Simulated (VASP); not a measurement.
# GeSe (Pnma) in VASP: a series of runs

Runs on GeSe. Level: r2SCAN. Tasks: single point.

Everything below comes from runs of VASP 6.6.1. Logs are shortened: lines on timing, memory, paths and dates and some standing lists are left out, and cuts for length are marked.

## 1. The cell of the first run

It takes space group Pnma (No. 62, orthorhombic). The conventional cell has a = 11.239 Å, b = 3.794 Å, c = 4.620 Å, α = 90.00°, β = 90.00°, γ = 90.00°. Within 3.8 Å of Ge (site symmetry m) lie 6 Se at 2.56 to 3.63 Å and 4 Ge at 3.63 to 3.79 Å. Within 3.9 Å of Se (site symmetry m) lie 6 Ge at 2.56 to 3.63 Å and 8 Se at 3.74 to 3.87 Å.

## 2. Single point, r2SCAN (uniaxial z strain -1.0%)

POSCAR

```
GeSe
1.0
   11.2394027221      0.0000000000      0.0000000000
    0.0000000000      3.7939968499      0.0000000000
    0.0000000000      0.0000000000      4.6202492427
Ge Se
4 4
Direct
    0.1289285730      0.2500000000      0.1174048209
    0.8710714270      0.7500000000      0.8825951791
    0.3710714270      0.7500000000      0.6174048209
    0.6289285730      0.2500000000      0.3825951791
    0.8498428892      0.2500000000      0.5143699618
    0.1501571108      0.7500000000      0.4856300382
    0.6501571108      0.7500000000      0.0143699618
    0.3498428892      0.2500000000      0.9856300382
```

INCAR.step1

```
ALGO = Normal
EDIFF = 1E-5
ENCUT = 550
GGA = PE
GGA_COMPAT = False
ISMEAR = 0
LASPH = True
LCHARG = False
LREAL = False
LWAVE = True
NBANDS = 50
NELM = 120
PREC = Accurate
SIGMA = 0.01
```

INCAR.step2

```
ALGO = Normal
EDIFF = 1E-6
ENCUT = 550
GGA_COMPAT = False
ISIF = 2
ISMEAR = 0
ISTART = 1
LASPH = True
LCHARG = False
LMIXTAU = True
LREAL = False
LWAVE = False
METAGGA = R2SCAN
NBANDS = 50
NELM = 120
PREC = Accurate
SIGMA = 0.01
```

KPOINTS

```
k-points
0
Gamma
  2 6 6
```

Potentials or basis: VASP PAW PBE potentials, release 64 (Ge_d, Se).

Run with:

```bash
$ cat potpaw_PBE.64/Ge_d/POTCAR potpaw_PBE.64/Se/POTCAR > POTCAR
$ cp INCAR.step1 INCAR
$ mpirun -np 1 vasp_std > vasp.out
$ cp INCAR.step2 INCAR
$ mpirun -np 1 vasp_std > vasp.out
```

OUTCAR:

```text
EDIFF = 1E-6
   ENCUT = 550
   ISIF = 2
   ISMEAR = 0
   ISTART = 1
   LASPH = True
   LREAL = False
   METAGGA = R2SCAN
   NELM = 120
   PREC = Accurate

 ion  position               nearest neighbor table
   1  0.129  0.250  0.117-   8 2.56   6 2.56   6 2.56
   2  0.871  0.750  0.883-   7 2.56   5 2.56   5 2.56
   3  0.371  0.750  0.617-   6 2.56   8 2.56   8 2.56
   4  0.629  0.250  0.383-   5 2.56   7 2.56   7 2.56
   5  0.850  0.250  0.514-   4 2.56   2 2.56   2 2.56
   6  0.150  0.750  0.486-   3 2.56   1 2.56   1 2.56
   7  0.650  0.750  0.014-   2 2.56   4 2.56   4 2.56
   8  0.350  0.250  0.986-   1 2.56   3 2.56   3 2.56

  LATTYP: Found a simple orthorhombic cell.
 ALAT       =     3.7939968499
 B/A-ratio  =     1.2177788821
 C/A-ratio  =     2.9624175156

  Lattice vectors:

 A1 = (   0.0000000000,   3.7939968499,   0.0000000000)
 A2 = (   0.0000000000,   0.0000000000,   4.6202492427)
 A3 = (  11.2394027221,   0.0000000000,   0.0000000000)

Analysis of symmetry for initial positions (statically):
=====================================================================
 Subroutine PRICEL returns:
 Original cell was already a primitive cell.

 Routine SETGRP: Setting up the symmetry group for a
 simple orthorhombic supercell.

 Subroutine GETGRP returns: Found  8 space group operations
 (whereof  2 operations were pure point group operations)
 out of a pool of  8 trial point group operations.

The static configuration has the point symmetry S_2 .
 The point group associated with its full space group is D_2h.

Analysis of symmetry for dynamics (positions and initial velocities):
=====================================================================
 Subroutine PRICEL returns:
 Original cell was already a primitive cell.

 Routine SETGRP: Setting up the symmetry group for a
 simple orthorhombic supercell.

 Subroutine GETGRP returns: Found  8 space group operations
 (whereof  2 operations were pure point group operations)
 out of a pool of  8 trial point group operations.

The dynamic configuration has the point symmetry S_2 .
 The point group associated with its full space group is D_2h.

 Subroutine INISYM returns: Found  8 space group operations
 (whereof  2 operations are pure point group operations),
 and found     1 'primitive' translations

----------------------------------------------------------------------------------------

                                     Primitive cell

  volume of cell :     197.0179

  direct lattice vectors                    reciprocal lattice vectors
    11.239402722  0.000000000  0.000000000     0.088972699  0.000000000  0.000000000
     0.000000000  3.793996850  0.000000000     0.000000000  0.263574283  0.000000000
     0.000000000  0.000000000  4.620249243     0.000000000  0.000000000  0.216438540

  length of vectors
    11.239402722  3.793996850  4.620249243     0.088972699  0.263574283  0.216438540

  position of ions in fractional coordinates (direct lattice)
     0.128928573  0.250000000  0.117404821
     0.871071427  0.750000000  0.882595179
     0.371071427  0.750000000  0.617404821
     0.628928573  0.250000000  0.382595179
     0.849842889  0.250000000  0.514369962
     0.150157111  0.750000000  0.485630038
     0.650157111  0.750000000  0.014369962
     0.349842889  0.250000000  0.985630038

  ion indices of the primitive-cell ions
   primitive index   ion index
                 1           1
                 2           2
                 3           3
                 4           4
                 5           5
                 6           6
                 7           7
                 8           8

----------------------------------------------------------------------------------------

 KPOINTS: k-points

Automatic generation of k-mesh.
 Grid dimensions read from file:
 generate k-points for:    2    6    6

 Generating k-lattice:

  Cartesian coordinates                     Fractional coordinates (reciprocal lattice)
     0.044486350  0.000000000  0.000000000     0.500000000  0.000000000  0.000000000
     0.000000000  0.043929047  0.000000000     0.000000000  0.166666667  0.000000000
     0.000000000  0.000000000  0.036073090     0.000000000  0.000000000  0.166666667

  Length of vectors
     0.044486350  0.043929047  0.036073090

  Shift w.r.t. Gamma in fractional coordinates (k-lattice)
     0.000000000  0.000000000  0.000000000

 Subroutine IBZKPT returns following result:
 ===========================================

 Found     32 irreducible k-points:

 Following reciprocal coordinates:
            Coordinates               Weight
  0.000000  0.000000  0.000000      1.000000
  0.500000  0.000000  0.000000      1.000000
  0.000000  0.166667  0.000000      2.000000
  0.500000  0.166667  0.000000      2.000000
  0.000000  0.333333  0.000000      2.000000
  0.500000  0.333333  0.000000      2.000000
[... 16 lines left out ...]
  0.000000  0.500000  0.333333      2.000000
  0.500000  0.500000  0.333333      2.000000
 [... further k-points ...]
   k-points           NKPTS =     32   k-points in BZ     NKDIM =     32   number of bands    NBANDS=     50
   number of dos      NEDOS =    301   number of ions     NIONS =      8
   total plane-waves  NPLWV =  97200
   dimension x,y,z NGX =    90 NGY =   30 NGZ =   36
   dimension x,y,z NGXF=   180 NGYF=   60 NGZF=   72
   ions per type =               4   4
   NGX,Y,Z   is equivalent  to a cutoff of  13.31, 13.15, 12.95 a.u.
   NGXF,Y,Z  is equivalent  to a cutoff of  26.62, 26.29, 25.91 a.u.
 SYSTEM =  unknown system
   PREC   = accura    normal or accurate (medium, high low for compatibility)
   ISTART =      1    job   : 0-new  1-cont  2-samecut
   ICHARG =      0    charge: 1-file 2-atom 10-const
   ISPIN  =      1    spin polarized calculation?
   LNONCOLLINEAR =      F non collinear calculations
   LSORBIT =      F    spin-orbit coupling
   LASPH  =      T    aspherical Exc in radial PAW
   ENCUT  =  550.0 eV  40.42 Ry    6.36 a.u.  21.49  7.25  8.83*2*pi/ulx,y,z
   NELM   =    120;   NELMIN=  2; NELMDL=  0     # of ELM steps
   EDIFF  = 0.1E-05   stopping-criterion for ELM
   LREAL  =      F    real-space projection
   EDIFFG = 0.1E-04   stopping-criterion for IOM
   NSW    =      0    number of steps for IOM
   IBRION =     -1    ionic relax: 0-MD 1-quasi-New 2-CG
   NFREE  =      0    steps in history (QN), initial steepest desc. (CG)
   ISIF   =      2    stress and relaxation
   ISYM   =      2    0-nonsym 1-usesym 2-fastsym
   POTIM  = 0.5000    time-step for ionic-motion
   TEBEG  =    0.0;   TEEND  =   0.0 temperature during run
   PSTRESS=    0.0 pullay stress
   NELECT =      80.0000    total number of electrons
   NUPDOWN=      -1.0000    fix difference up-down
   EMIN   =  10.00;   EMAX   =-10.00  energy-range for DOS
   EFERMI =   0.00;   METHOD = LEGACY
   ISMEAR =     0;   SIGMA  =   0.01  broadening in eV -4-tet -1-fermi 0-gaus
   EFERMI_NEDOS =   21; number of points for ismear=-14 and -15
   IALGO  =     38    algorithm
   IMIX   =      4    mixing-type and parameters
     AMIX     =   0.40;   BMIX     =  1.00
     AMIX_MAG =   1.60;   BMIX_MAG =  1.00
  volume/ion in A,a.u.               =      24.63       166.19
  Fermi-wavevector in a.u.,A,eV,Ry     =   1.212280  2.290877 19.995434  1.469623
  Thomas-Fermi vector in A             =   2.347769
   LORBIT       =      0    0 simple, 1 ext, 2 COOP (PROOUT), +10 PAW based schemes
   METAGGA = R2SCAN    functional components
   LHFCALC =     F    Hartree Fock is set to
   AEXX    =    0.0000 exact exchange contribution
   IVDW    =     0    specifies the selected vdW correction
   LEPSILON=     F    determine dielectric tensor
   LRPA    =     F    only Hartree local field effects (RPA)
 non-spin polarized calculation
 Gauss-broadening in eV      SIGMA  =   0.01
  energy-cutoff  :      550.00
  volume of cell :      197.02
 maximum number of plane-waves:      5800
 NGX is ok and might be reduce to    90
   NGX = 43   NGY = 15   NGZ = 17

 number of electron      79.9999958 magnetization

 Free energy of the ion-electron system (eV)
  ---------------------------------------------------
  ext. energy  EPLUGINS =         0.00000000
  ---------------------------------------------------
  free energy    TOTEN  =      -114.33414699 eV

  energy without entropy =     -114.33414699  energy(sigma->0) =     -114.33414699

 E-fermi :   3.5941     XC(G=0): -10.1397

 val. band max:        3.5325287243   @ k =   0.0000   0.0000   0.0000
 cond. band min:       4.5911702043   @ k =   0.0000   0.0000   0.0000
 fundamental gap:      1.0586414800
 Fermi energy:         3.5940643222

 k-point     1 :       0.0000    0.0000    0.0000
  band No.  band energies     occupation
      1     -21.6920      2.00000
      2     -21.6903      2.00000
      3     -21.6869      2.00000
      4     -21.6863      2.00000
      5     -21.6856      2.00000
      6     -21.6849      2.00000
[... 42 lines left out ...]
     49       8.9246      0.00000
     50       9.3508      0.00000

 k-point     2 :       0.5000    0.0000    0.0000
  band No.  band energies     occupation
      1     -21.6912      2.00000
      2     -21.6912      2.00000
      3     -21.6866      2.00000
      4     -21.6866      2.00000
      5     -21.6849      2.00000
      6     -21.6849      2.00000
[... 42 lines left out ...]
     49       9.0333      0.00000
     50       9.0336      0.00000

 k-point     3 :       0.0000    0.1667    0.0000
  band No.  band energies     occupation
      1     -21.6906      2.00000
      2     -21.6900      2.00000
      3     -21.6884      2.00000
      4     -21.6879      2.00000
      5     -21.6847      2.00000
      6     -21.6844      2.00000
[... 42 lines left out ...]
     49       7.9194      0.00000
     50       8.8653      0.00000

 k-point     4 :       0.5000    0.1667    0.0000
  band No.  band energies     occupation
      1     -21.6903      2.00000
      2     -21.6903      2.00000
      3     -21.6882      2.00000
      4     -21.6882      2.00000
      5     -21.6847      2.00000
      6     -21.6847      2.00000
[... 999 lines left out ...]
 k-point    23 :       0.0000    0.5000    0.3333
  band No.  band energies     occupation
      1     -21.6938      2.00000
      2     -21.6938      2.00000
      3     -21.6933      2.00000
      4     -21.6933      2.00000
      5     -21.6788      2.00000
      6     -21.6788      2.00000
[... 42 lines left out ...]
     49       8.5765      0.00000
     50       8.5765      0.00000

 k-point    24 :       0.5000    0.5000    0.3333
  band No.  band energies     occupation
      1     -21.6935      2.00000
      2     -21.6935      2.00000
      3     -21.6935      2.00000
      4     -21.6935      2.00000
      5     -21.6786      2.00000
      6     -21.6786      2.00000
[... 42 lines left out ...]
     49       9.2373      0.00000
     50       9.2373      0.00000

 [... further k-points ...]
[... 5 lines left out ...]
  --------------------------------------------------------------------------------------
  -------------------------------------------------------------------------------------
  Total        0.1051608      0.3993213      0.4127647      0.0000000      0.0000000      0.0000000
  in kB        0.8551825      3.2473373      3.3566610      0.0000000      0.0000000      0.0000000
  external PRESSURE =       2.4863936 kB  Pullay stress =       0.0000000 kB

 VOLUME and BASIS-vectors are now :
 -----------------------------------------------------------------------------
  energy-cutoff  :      550.00
  volume of cell :      197.02
      direct lattice vectors                 reciprocal lattice vectors
    11.239402722  0.000000000  0.000000000     0.088972699  0.000000000  0.000000000
     0.000000000  3.793996850  0.000000000     0.000000000  0.263574283  0.000000000
     0.000000000  0.000000000  4.620249243     0.000000000  0.000000000  0.216438540

 POSITION                                       TOTAL-FORCE (eV/Angst)
 -----------------------------------------------------------------------------------
      1.44908      0.94850      0.54244        -0.010373      0.000000     -0.012265
      9.79032      2.84550      4.07781         0.010373     -0.000000      0.012265
      4.17062      2.84550      2.85256         0.010373     -0.000000     -0.012265
      7.06878      0.94850      1.76769        -0.010373     -0.000000      0.012265
      9.55173      0.94850      2.37652         0.003092     -0.000000     -0.006096
      1.68768      2.84550      2.24373        -0.003092     -0.000000      0.006096
      7.30738      2.84550      0.06639        -0.003092     -0.000000     -0.006096
      3.93203      0.94850      4.55386         0.003092      0.000000      0.006096
 -----------------------------------------------------------------------------------
    total drift:                               -0.000000     -0.000000      0.000000

  FREE ENERGIE OF THE ION-ELECTRON SYSTEM (eV)
  ---------------------------------------------------
  free  energy   TOTEN  =      -114.3341469943 eV

  energy  without entropy=     -114.3341469943  energy(sigma->0) =     -114.33414699
```

Run time: 9 min. Hardware: 1 thread of AMD EPYC 9R45 (Zen 5), shared host; peak memory 0.47 GiB.

What came out:

```yaml
Free_energy: -114.3341 eV
Pressure: 0.2 GPa
Largest_force: 0.016 eV/Å
Band_gap_on_the_k_mesh: 1.06 eV
```

Forces on the atoms (eV/Å):
```
Ge  -0.010  0.000 -0.012
Ge   0.010  0.000  0.012
Ge   0.010  0.000 -0.012
Ge  -0.010  0.000  0.012
Se   0.003  0.000 -0.006
Se  -0.003  0.000  0.006
Se  -0.003  0.000 -0.006
Se   0.003  0.000  0.006
```

Stress tensor (GPa, compression positive):
```
0.09 0.00 0.00
0.00 0.32 0.00
0.00 0.00 0.34
```

Levels at points of the mesh, in eV from the valence-band top:
```tsv
k point	band 37	band 38	band 39	band 40	band 41	band 42	band 43	band 44
(0.00, 0.00, 0.00)	-1.53	-1.05	-0.87	0.00	1.06	2.61	2.83	2.93
(0.50, 0.00, 0.00)	-1.73	-1.73	-0.42	-0.42	2.30	2.30	2.67	2.67
(0.00, 0.50, 0.00)	-1.67	-1.67	-1.33	-1.33	1.35	1.35	1.65	1.65
(0.50, 0.50, 0.00)	-1.65	-1.65	-1.65	-1.65	1.74	1.74	1.74	1.74
(0.00, 0.00, 0.50)	-0.97	-0.97	-0.41	-0.41	1.69	1.69	2.33	2.33
(0.50, 0.00, 0.50)	-0.76	-0.76	-0.46	-0.46	1.72	1.72	2.19	2.19
(0.00, 0.50, 0.50)	-1.94	-1.94	-1.47	-1.47	3.13	3.13	3.29	3.29
(0.50, 0.50, 0.50)	-1.48	-1.48	-1.48	-1.48	2.90	2.90	2.90	2.90
```

Caveat: the cell differs from its parent crystal (uniaxial z strain -1.0%); the PAW data sets were made with another functional, which shifts forces and pressure a little. A k mesh can miss the band edges.

## 3. Single point, r2SCAN (uniaxial z strain +2.0%)

POSCAR

```
GeSe
1.0
   11.2394027221      0.0000000000      0.0000000000
    0.0000000000      3.7939968499      0.0000000000
    0.0000000000      0.0000000000      4.7602567956
Ge Se
4 4
Direct
    0.1290200667      0.2500000000      0.1234587194
    0.8709799333      0.7500000000      0.8765412806
    0.3709799333      0.7500000000      0.6234587194
    0.6290200667      0.2500000000      0.3765412806
    0.8486634724      0.2500000000      0.5188803238
    0.1513365276      0.7500000000      0.4811196762
    0.6513365276      0.7500000000      0.0188803238
    0.3486634724      0.2500000000      0.9811196762
```

INCAR.step1

```
SYSTEM = GeSe
PREC = Accurate ; ENCUT = 550
ISMEAR = 0 ; SIGMA = 0.01
LREAL = .FALSE. ; LASPH = .TRUE.
NELM = 120 ; NBANDS = 50
GGA = PE ; ALGO = Normal
EDIFF = 1E-5 ; LWAVE = .TRUE.
LCHARG = .FALSE. ; GGA_COMPAT = .FALSE.
```

INCAR.step2

```
SYSTEM = GeSe
PREC = Accurate ; ENCUT = 550
EDIFF = 1E-6 ; ISMEAR = 0
SIGMA = 0.01 ; LREAL = .FALSE.
LASPH = .TRUE. ; NELM = 120
ALGO = Normal ; ISIF = 2
LWAVE = .FALSE. ; LCHARG = .FALSE.
METAGGA = R2SCAN ; LMIXTAU = .TRUE.
NBANDS = 50 ; ISTART = 1
GGA_COMPAT = .FALSE.
```

KPOINTS

```
Automatic mesh
0
G
  2 6 6
  0 0 0
```

Potentials or basis: VASP PAW PBE potentials, release 64 (Ge_d, Se).

Run with:

```bash
$ cat potpaw_PBE.64/Ge_d/POTCAR potpaw_PBE.64/Se/POTCAR > POTCAR
$ cp INCAR.step1 INCAR
$ mpirun -np 1 vasp_std > vasp.out
$ cp INCAR.step2 INCAR
$ mpirun -np 1 vasp_std > vasp.out
```

Run time: 8.3 min. Hardware: 1 thread of Intel Xeon 6975P-C (Granite Rapids), shared host; peak memory 0.5 GiB.

The run converged. Its results:

```
Free energy            : -114.3283 eV
Pressure               : -0.4 GPa
Largest force          : 0.021 eV/Å
Band gap on the k mesh : 1.22 eV
```

Forces in eV/Å, atoms in the order of the input:
```
Ge  -0.012  0.000 -0.017
Ge   0.012  0.000  0.017
Ge   0.012  0.000 -0.017
Ge  -0.012  0.000  0.017
Se   0.002  0.000 -0.007
Se  -0.002  0.000  0.007
Se  -0.002  0.000 -0.007
Se   0.002  0.000  0.007
```

Stress tensor (GPa, compression positive):
```
-0.09  0.00  0.00
 0.00 -0.56  0.00
 0.00  0.00 -0.55
```

Levels at points of the mesh, in eV from the valence-band top:
```csv
k point,band 38,band 39,band 40,band 41,band 42,band 43
"(0.00, 0.00, 0.00)",-0.95,-0.90,0.00,1.22,2.44,2.71
"(0.50, 0.00, 0.00)",-1.70,-0.46,-0.46,2.22,2.22,2.58
"(0.00, 0.50, 0.00)",-1.78,-1.39,-1.39,1.25,1.25,1.70
"(0.50, 0.50, 0.00)",-1.74,-1.74,-1.74,1.69,1.69,1.69
"(0.00, 0.00, 0.50)",-1.12,-0.55,-0.55,1.64,1.64,2.29
"(0.50, 0.00, 0.50)",-0.93,-0.58,-0.58,1.68,1.68,2.13
"(0.00, 0.50, 0.50)",-1.84,-1.39,-1.39,3.08,3.08,3.12
"(0.50, 0.50, 0.50)",-1.41,-1.41,-1.41,2.85,2.85,2.85
```

Caveat: the cell differs from its parent crystal (uniaxial z strain +2.0%); the PAW data sets were made with another functional, which shifts forces and pressure a little.

(Continued in part 2 of 2.)
